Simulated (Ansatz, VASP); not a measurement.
CaSe: VASP beside Ansatz

```
Ca Se
1.0
     0.00000    2.93370    2.96753
     2.93370    0.00000    2.96753
     2.93370    2.93370    0.00000
Ca Se
1 1
Direct
  0.00000 0.00000 0.00000
  0.50000 0.50000 0.50000
```

Change from the starting cell: biaxial_xy strain -1.1%.

Alike in both runs: task single point; functional PBE; k mesh 8 × 8 × 8; occupations fermi-dirac, width 0.02 eV; no spin polarisation.

|  | VASP | Ansatz |
| --- | --- | --- |
| version | VASP 6.6.1 | Ansatz 0.2.0 |
| potentials or method | VASP PAW PBE potentials, release 64 (Ca_sv, Se) | plane waves, PAW |
| plane-wave cutoff (eV) | 520 | 420 |
| valence electrons in the cell | 16 | 26 |

```tsv
	VASP	Ansatz	Ansatz less VASP
gap on the k mesh at the Fermi level (eV)	1.99	2.00	+0.011
pressure (GPa)	2.0	1.8	-0.18
traceless stress, the component that is largest in VASP (GPa)	-0.77	-0.76	+0.013
```

VASP's potentials hold 16 valence electrons a cell and Ansatz's 26, so a difference there can come from the potentials and not from the codes.
